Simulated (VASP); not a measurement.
Write the native input for VASP 6.6.1 that does the following.

```yaml
Task: single point
Functional: PBE
Potentials_or_basis: VASP PAW PBE potentials, release 64 (Hf_pv, O)
Cutoff: 520 eV
k_mesh: 6 × 6 × 8
Occupations: gaussian, width 0.02 eV
Spin: no spin polarisation
Dipole_correction: no
Further_INCAR_settings: ALGO = Normal; EDIFF = 1e-06; NBANDS = 31
```

The structure of HfO2 lies in POSCAR:

```
HfO2
1.0
    4.8803694195      0.0000000000      0.0000000000
    0.0000000000      4.8803694195      0.0000000000
    0.3885217585      0.0000000000      3.2376813208
Hf O
2 4
Direct
    0.0000000000      0.0000000000      0.0000000000
    0.5000000000      0.5000000000      0.5000000000
    0.1997781793      0.8089600934      0.4789413948
    0.3002218207      0.3089600934      0.0210586052
    0.6997781793      0.6910399066     -0.0210586052
    0.8002218207      0.1910399066      0.5210586052
```

One way to write it, as run:

INCAR

```
SYSTEM = HfO2
PREC     = Accurate       ! precision mode
ENCUT    = 520            ! plane-wave cutoff, eV
EDIFF    = 1E-6           ! SCF threshold, eV
ISMEAR   = 0              ! smearing method
SIGMA    = 0.02           ! smearing width, eV
LREAL    = .FALSE.        ! projectors in reciprocal space
LASPH    = .TRUE.         ! aspherical terms in the spheres
NELM     = 80             ! most SCF steps
ALGO     = Normal         ! electronic algorithm
ISIF     = 2              ! what is computed and relaxed
LWAVE    = .FALSE.        ! write WAVECAR
LCHARG   = .TRUE.         ! write CHGCAR
GGA      = PE             ! functional
LELF     = .TRUE.         ! ELF
LVHAR    = .TRUE.       
NBANDS   = 31             ! bands
```

KPOINTS

```
regular mesh
0
G
  6 6 8
  0 0 0
```

Potentials or basis: VASP PAW PBE potentials, release 64 (Hf_pv, O).

Command:

```bash
$ cat potpaw_PBE.64/Hf_pv/POTCAR potpaw_PBE.64/O/POTCAR > POTCAR
$ mpirun -np 1 vasp_std > vasp.out
```

It gave:

```yaml
Pressure: -3.4 GPa
Largest_force: 0.056 eV/Å
Band_gap_on_the_k_mesh: 3.57 eV
```

Caveat: the cell stands under tension; spin-orbit coupling is left out, which moves the levels of the heavy elements.

Wall time 2.8 min on 1 thread of Intel(R) Xeon(R) Platinum 8488C (Sapphire Rapids), with other jobs on the host, peak memory 0.32 GiB.
